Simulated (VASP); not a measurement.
Runs of VASP 6.6.1 on Ag. The structure is that of space group I4/mmm (No. 139), or close to it. The cells are those of the table. 

```tsv
cell	gap on the mesh (eV)	pressure (GPa)
a = 2.783, b = 2.783, c = 2.889 Å, angles 58.7, 58.7, 62.5°, 1 atom	none	(a)
a = 2.749, b = 2.749, c = 2.889 Å, angles 58.3, 58.3, 63.4°, 1 atom	none	12.4
a = 3.037, b = 3.037, c = 2.889 Å, angles 61.6, 61.6, 56.8°, 1 atom	none	-9.9
a = 2.818, b = 2.818, c = 2.889 Å, angles 59.2, 59.2, 61.7°, 1 atom	none	3.5
```

Alike in all rows: task single point; level PBEsol; potentials or basis VASP PAW PBE potentials, release 64 (Ag); no spin polarisation; k mesh 20 × 20 × 20; cutoff (eV) 520; smearing gaussian 0.15 eV.

Q: Fill in the values left out.

A: (a) 7.4.

Caveats: the PAW data sets were made with another functional, which shifts forces and pressure a little.

A k mesh can miss the band edges, and the runs leave out spin-orbit coupling on Ag.

A gap of «none» marks levels without a gap at the run's occupations.
